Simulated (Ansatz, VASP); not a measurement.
## One calculation of ZnO, two programs

```
Zn O
1.0
     3.23047    0.00000    0.00000
    -1.61524    2.79767    0.00000
     0.00000    0.00000    4.90123
Zn O
2 2
Cartesian
  1.6152 0.9326 2.4062
  0.0000 1.8651 -0.0444
  1.6152 0.9326 4.3590
  0.0000 1.8651 1.9084
```

Change from the starting cell: strain along c alone, the other axes held, atoms relaxed: -6.0 %.

Alike in both runs: functional PBEsol; k mesh 12 × 12 × 6; occupations gaussian, width 0.02 eV; no spin polarisation.

Ansatz relaxed the structure, and its values are those at the end. VASP's run is a single point on that final structure, the one shown.

|  | VASP | Ansatz |
| --- | --- | --- |
| version | VASP 6.6.1 | Ansatz 0.2.0 |
| potentials or method | VASP PAW PBE potentials, release 64 (Zn, O_h), cutoff 910 eV | scalar-relativistic, plane waves, PAW |
| valence electrons in the cell | 36 | 36 |

Ansatz gave:

* gap on the k mesh at the Fermi level (eV): 0.86
* least direct gap on the mesh (eV): 0.86
* rms of the force components (eV/Å): 0.000

Task: What did VASP give for the same quantities?

Result: gap on the k mesh at the Fermi level (eV): 0.85; least direct gap on the mesh (eV): 0.85; rms of the force components (eV/Å): 0.005.

VASP's potentials were made for PBE, not for PBEsol. Ansatz's warnings: stress scf threshold loose.

Noted on VASP's run: the cutoff is short for stress, so the pressure is rough.
